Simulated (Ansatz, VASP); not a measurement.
# One calculation of FeP3, two programs

```
Fe P
1.0
     3.94000    0.00000    0.00000
     0.00000    3.94000    0.00000
     0.00000    0.00000    3.94000
Fe P
1 3
Cartesian
  0.0000 0.0000 0.0000
  0.0000 1.9700 1.9700
  1.9700 0.0000 1.9700
  1.9700 1.9700 0.0000
```

Alike in both runs: task relaxation of cell and atoms; functional PBE; k mesh 4 × 4 × 4; occupations gaussian, width 0.1 eV; collinear spin.

```csv
,VASP,Ansatz
version,VASP 6.6.1,Ansatz 0.2.0
potentials or method,"VASP PAW PBE potentials, release 64 (Fe, P), cutoff 600 eV","scalar-relativistic, plane waves, PAW"
valence electrons in the cell,23,31
```

Ansatz gave:

```
gap on the k mesh at the Fermi level, each at its own relaxed structure (eV) : none
net moment per atom (μB)                                                     : 0.28
size of the moment on the site where the two differ most (μB)                : 0.07
relaxed volume (Å³/atom)                                                     : 13.19
relaxed cell length with the largest relative difference (Å)                 : 3.750
```

Problem. Which values does VASP return?

Solution. gap on the k mesh at the Fermi level, each at its own relaxed structure (eV): none; net moment per atom (μB): 0.28; size of the moment on the site where the two differ most (μB): 0.04; relaxed volume (Å³/atom): 13.16; relaxed cell length with the largest relative difference (Å): 3.748.

Site moments also hang on the region over which each program counts them. A gap of «none» marks a metal or a gap that the smearing closes. VASP's potentials hold 23 valence electrons a cell and Ansatz's 31, so a difference there can come from the potentials and not from the codes.

The k mesh is coarse, so the values compare programs but aren't converged.
